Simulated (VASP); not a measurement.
**Al: single point with r2SCAN**

Crystal: Al.

```
CELL_PARAMETERS angstrom
2.82708 0.00000 0.00000
-1.41354 2.44832 0.00000
0.00000 0.00000 9.18599
ATOMIC_POSITIONS crystal
Al 0.00770 0.99596 0.00119
Al 0.33850 0.66686 0.24984
Al 0.99889 0.00017 0.49987
Al 0.67292 0.33890 0.75096
```

| Quantity | Value |
| --- | --- |
| Program | VASP 6.6.1 |
| Task | single point |
| Functional | r2SCAN |
| Potentials or basis | VASP PAW PBE potentials, release 64 (Al) |
| Cutoff | 520 eV |
| k mesh | 6 × 6 × 2 |
| Occupations | fermi-dirac, width 0.15 eV |
| Spin | no spin polarisation |
| Dipole correction | no |
| Further INCAR settings | ALGO = Normal; EDIFF = 1e-06; NBANDS = 14 |

```
Pressure               : 0.6 GPa
Largest force          : 0.058 eV/Å
Band gap on the k mesh : zero (bands 6 and 7 overlap by 5.64 eV)
```

Forces in eV/Å, atoms in the order of the input:
```
Al  -0.013  0.020 -0.053
Al  -0.003 -0.006  0.046
Al   0.012  0.011  0.035
Al   0.003 -0.026 -0.027
```

Stress tensor (GPa, compression positive):
```
-0.31  0.01  0.01
 0.01 -0.25  0.00
 0.01  0.00  2.25
```

Levels at points of the mesh, in eV from the Fermi level:
```tsv
k point	band 3	band 4	band 5	band 6	band 7	band 8	band 9	band 10
(0.00, 0.00, 0.00)	-10.24	-5.10	-4.51	3.86	3.86	11.64	11.64	11.75
(0.50, 0.00, 0.00)	-4.32	-4.29	-3.48	-3.46	0.83	1.25	1.62	1.97
(0.00, 0.50, 0.00)	-4.32	-4.30	-3.47	-3.46	0.84	1.24	1.63	1.97
(0.50, 0.50, 0.00)	-4.31	-4.29	-3.48	-3.47	0.83	1.26	1.61	1.97
(0.00, 0.00, 0.50)	-7.98	-7.95	-0.85	-0.83	9.15	9.15	11.96	11.97
(0.50, 0.00, 0.50)	-5.22	-5.18	-2.00	-1.98	-1.27	-1.24	5.03	5.04
(0.00, 0.50, 0.50)	-5.22	-5.19	-1.99	-1.97	-1.27	-1.25	5.03	5.04
(0.50, 0.50, 0.50)	-5.21	-5.18	-2.00	-1.98	-1.27	-1.24	5.03	5.04
```

Wall time 4.7 min on 1 thread of AMD EPYC 7R13, on a shared host, peak memory 0.17 GiB.

Caveat: the k points lie up to 0.43 Å⁻¹ apart, too coarse for converged energies and pressures of a metal; the PAW data sets were made with another functional, which shifts forces and pressure a little.
